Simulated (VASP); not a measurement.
# F (P6_3/mmc) in VASP: relaxation of cell and atoms with PBE

Aim: the relaxation of cell and atoms of F with PBE.

Program: VASP 6.6.1. These are calculated values, not measurements. Logs are shortened: lines on timing, memory, paths and dates and some standing lists are left out, and cuts for length are marked.

### Step 1. The cell of the first run

The structure is hexagonal, space group P6_3/mmc (No. 194). Conventional cell: a = 1.815 Å, b = 1.815 Å, c = 2.941 Å, α = 90.00°, β = 90.00°, γ = 120.00°. F (site symmetry -6m2) has 12 F at 1.81 to 1.82 Å within 2.4 Å.

### Step 2. Relaxation of cell and atoms, PBE, target pressure 430 GPa, at which the enthalpy is minimised

Input file INCAR:

```
SYSTEM = F
PREC = Accurate
ENCUT = 600
EDIFF = 1E-6
ISMEAR = -1
SIGMA = 0.08
LREAL = .FALSE.
LASPH = .TRUE.
NELM = 100
ALGO = Normal
ISIF = 3
LWAVE = .FALSE.
LCHARG = .FALSE.
GGA = PE
IBRION = 2
NSW = 60
EDIFFG = -0.005
PSTRESS = 4300.0
```

Input file KPOINTS:

```
regular mesh
0
G
  22 22 12
  0 0 0
```

Input file POSCAR:

```
F
1.0
    1.8154912710      0.0000000000      0.0000000000
   -0.9077456355      1.5722615610      0.0000000000
    0.0000000000      0.0000000000      2.9410958590
F
2
Direct
    0.3333333333      0.6666666667      0.2500000000
    0.6666666667      0.3333333333      0.7500000000
```

Potentials or basis: VASP PAW PBE potentials, release 64 (F).

On the command line:

```bash
$ cat potpaw_PBE.64/F/POTCAR > POTCAR
$ mpirun -np 1 vasp_std > vasp.out
```

OUTCAR:

```text
SYSTEM = F
   PREC = Accurate
   ENCUT = 600
   EDIFF = 1E-6
   ISMEAR = -1
   LREAL = .FALSE.
   LASPH = .TRUE.
   NELM = 100
   ISIF = 3
   GGA = PE
   IBRION = 2
   NSW = 60
   EDIFFG = -0.005
   PSTRESS = 4300.0

 ion  position               nearest neighbor table
   1  0.333  0.667  0.250-   2 1.81   2 1.81   2 1.81   2 1.81   2 1.81   2 1.81
   2  0.667  0.333  0.750-   1 1.81   1 1.81   1 1.81   1 1.81   1 1.81   1 1.81

  LATTYP: Found a hexagonal cell.
 ALAT       =     1.8154912710
 C/A-ratio  =     1.6200000000

  Lattice vectors:

 A1 = (   1.8154912710,   0.0000000000,   0.0000000000)
 A2 = (  -0.9077456355,   1.5722615610,   0.0000000000)
 A3 = (   0.0000000000,   0.0000000000,   2.9410958590)

Analysis of symmetry for initial positions (statically):
=====================================================================
 Subroutine PRICEL returns:
 Original cell was already a primitive cell.

 Routine SETGRP: Setting up the symmetry group for a
 hexagonal supercell.

 Subroutine GETGRP returns: Found 24 space group operations
 (whereof 12 operations were pure point group operations)
 out of a pool of 24 trial point group operations.

The static configuration has the point symmetry D_3d.
 The point group associated with its full space group is D_6h.

Analysis of symmetry for dynamics (positions and initial velocities):
=====================================================================
 Subroutine PRICEL returns:
 Original cell was already a primitive cell.

 Routine SETGRP: Setting up the symmetry group for a
 hexagonal supercell.

 Subroutine GETGRP returns: Found 24 space group operations
 (whereof 12 operations were pure point group operations)
 out of a pool of 24 trial point group operations.

The dynamic configuration has the point symmetry D_3d.
 The point group associated with its full space group is D_6h.

 Subroutine INISYM returns: Found 24 space group operations
 (whereof 12 operations are pure point group operations),
 and found     1 'primitive' translations

----------------------------------------------------------------------------------------

                                     Primitive cell

  volume of cell :       8.3951

  direct lattice vectors                    reciprocal lattice vectors
     1.815491271  0.000000000  0.000000000     0.550815097  0.318013244  0.000000000
    -0.907745635  1.572261561  0.000000000     0.000000000  0.636026489  0.000000000
[... 114 lines left out ...]
   LEPSILON=     F    determine dielectric tensor
   LRPA    =     F    only Hartree local field effects (RPA)
 conjugate gradient relaxation of ions
 non-spin polarized calculation
  energy-cutoff  :      600.00
  volume of cell :        8.40
 maximum number of plane-waves:       300
 NGX is ok and might be reduce to    16
   NGX =  7   NGY =  7   NGZ = 11

--------------------------------------- Ionic step        1  -------------------------------------------

 number of electron      13.9999996 magnetization

 Free energy of the ion-electron system (eV)
  ---------------------------------------------------
  ext. energy  EPLUGINS =         0.00000000
  ---------------------------------------------------
  free energy    TOTEN  =         5.41080275 eV

  energy without entropy =        5.45460454  energy(sigma->0) =        5.43270364

------------------------ aborting loop because EDIFF is reached ----------------------------------------

  FORCE on cell =-STRESS in cart. coord.  units (eV):
  Direction    XX          YY          ZZ          XY          YZ          ZX
  --------------------------------------------------------------------------------------
  -------------------------------------------------------------------------------------
  Total       22.7709852     22.7709852     22.9020423      0.0000000      0.0000000      0.0000000
  in kB     4345.7452344   4345.7452342   4370.7569085      0.0000000      0.0000000      0.0000000
  external PRESSURE =      54.0824590 kB  Pullay stress =    4300.0000000 kB
[... 97 lines left out ...]
  energy  without entropy=        5.3660715336  energy(sigma->0) =        5.34410381

  enthalpy is  TOTEN    =        27.9414968604 eV   P V=       22.6193607795

[... ionic steps 4 to 9 ...]

--------------------------------------- Ionic step       10  -------------------------------------------

 number of electron      14.0000002 magnetization

------------------------ aborting loop because EDIFF is reached ----------------------------------------
[... 71 lines left out ...]
--------------------------------------- Ionic step       12  -------------------------------------------

 number of electron      14.0000001 magnetization

 Free energy of the ion-electron system (eV)
  ---------------------------------------------------
  ext. energy  EPLUGINS =         0.00000000
  ---------------------------------------------------
  free energy    TOTEN  =         5.28387841 eV

  energy without entropy =        5.31450848  energy(sigma->0) =        5.29919344

 E-fermi :   9.3334     XC(G=0): -15.8685

 val. band max:        9.3333437422   @ k =   0.2273   0.0455   0.3333
 cond. band min:       9.3347040664   @ k =   0.3636   0.0000   0.4167
 fundamental gap:      0.0013603242
 Fermi energy:         9.3333764442

 k-point     1 :       0.0000    0.0000    0.0000
  band No.  band energies     occupation
      1     -23.1566      2.00000
      2     -16.1909      2.00000
      3      -4.2253      2.00000
      4      10.4501      0.00000
      5      10.8680      0.00000
      6      10.8680      0.00000
      7      11.8640      0.00000
      8      11.8640      0.00000
      9      37.6388      0.00000
     10      42.3427      0.00000
     11      44.2874      0.00000
[... 309 lines left out ...]
 k-point    24 :       0.1364    0.0909    0.0000
  band No.  band energies     occupation
      1     -21.3058      2.00000
      2     -14.7377      2.00000
      3      -2.4656      2.00000
      4       6.6133      2.00000
      5       7.8971      2.00000
      6       9.8094      0.00520
      7      10.2491      0.00002
      8      10.8873      0.00000
      9      39.1378      0.00000
     10      41.1836      0.00000
     11      44.1179      0.00000

 [... further k-points ...]

------------------------ aborting loop because EDIFF is reached ----------------------------------------

  FORCE on cell =-STRESS in cart. coord.  units (eV):
  Direction    XX          YY          ZZ          XY          YZ          ZX
  --------------------------------------------------------------------------------------
  -------------------------------------------------------------------------------------
  Total       22.6222306     22.6222306     22.6266495      0.0000000     -0.0000000     -0.0000000
  in kB     4299.6573352   4299.6573266   4300.4972023      0.0000000     -0.0000000     -0.0000000
  external PRESSURE =      -0.0627120 kB  Pullay stress =    4300.0000000 kB
[... 21 lines left out ...]
  energy  without entropy=        5.3145084779  energy(sigma->0) =        5.29919344

  enthalpy is  TOTEN    =        27.9079119527 eV   P V=       22.6240335421

 reached required accuracy - stopping structural energy minimisation
```

OSZICAR:

```text
N       E                     dE             d eps       ncg     rms          rms(c)
DAV:   1     0.748983892365E+02    0.74898E+02   -0.11113E+04  8431   0.159E+03
DAV:   2     0.614355472293E+01   -0.68755E+02   -0.66953E+02  8880   0.323E+02
DAV:   3     0.512958775321E+01   -0.10140E+01   -0.10088E+01  9697   0.375E+01
[... 91 lines left out ...]
DAV:   3     0.528370921468E+01    0.64465E-02   -0.18535E-02  9088   0.174E+00    0.812E-02
DAV:   4     0.528386167295E+01    0.15246E-03   -0.61920E-04  8530   0.342E-01    0.390E-02
DAV:   5     0.528388096361E+01    0.19291E-04   -0.35644E-05  9370   0.723E-02    0.927E-03
DAV:   6     0.528387852900E+01   -0.24346E-05   -0.20176E-06  8598   0.167E-02    0.203E-03
DAV:   7     0.528387841059E+01   -0.11841E-06   -0.26117E-08  4175   0.222E-03
  12 F= 0.27907912E+02 E0= 0.27923227E+02  d E =-.186452E-04
```

CONTCAR:

```text
F
   1.00000000000000
     1.7632199719825572    0.0000000000000000   -0.0000000000000000
    -0.8816099859912786    1.5269932866647906   -0.0000000000000000
    -0.0000000000000000   -0.0000000000000004    3.1308952567165691
  F
     2
Direct
     0.3333333332999970    0.6666666667000030    0.2500000000000000
     0.6666666667000030    0.3333333332999970    0.7500000000000000

  0.00000000E+00  0.00000000E+00  0.00000000E+00
  0.00000000E+00  0.00000000E+00  0.00000000E+00
```

Wall time 1.9 min (1 thread of AMD EPYC 9R45 (Zen 5), shared host); peak memory 0.12 GiB.

What came out:

```yaml
Free_energy: 5.2839 eV
Relaxed_volume: 4.21 Å³/atom
Relaxed_cell: a = 1.763 Å, b = 1.763 Å, c = 3.131 Å, α = 90.00°, β = 90.00°, γ = 120.00°
Space_group_after_relaxing_to_0.05_Å: P6_3/mmc (No. 194)
Energy_change_on_relaxing_the_enthalpy_is_what_falls: -63.5 meV/atom
Ionic_steps: 12
Pressure_after_relaxing: 430.0 GPa
Band_gap_on_the_k_mesh: zero (band 7 reaches 11.86 eV, above the bottom of band 8 at 6.43 eV)
```

The path:
```tsv
step	energy change (eV)	largest force (eV/Å)	pressure (GPa)	volume (Å³)
1	0.0000	0.0000	435.41	8.40
2	-0.4551	0.0000	405.77	8.57
3	-0.0887	0.0000	429.73	8.43
4	-0.0907	0.0000	429.58	8.43
5	-0.0968	0.0000	429.16	8.43
6	-0.1095	0.0000	428.55	8.43
7	-0.1225	0.0000	428.99	8.43
8	-0.0470	0.0000	437.26	8.40
9	-0.1101	0.0000	431.14	8.42
10	-0.1116	0.0000	430.94	8.42
11	-0.5709	0.0000	401.58	8.60
12	-0.1269	0.0000	429.99	8.43
```

Final structure:
```
F
1.0
     1.76322    0.00000    0.00000
    -0.88161    1.52699    0.00000
     0.00000    0.00000    3.13090
F
2
Cartesian
  0.0000 1.0180 0.7827
  0.8816 0.5090 2.3482
```

Caveat: the cell is relaxed towards a set pressure, so the enthalpy falls and the energy may rise.
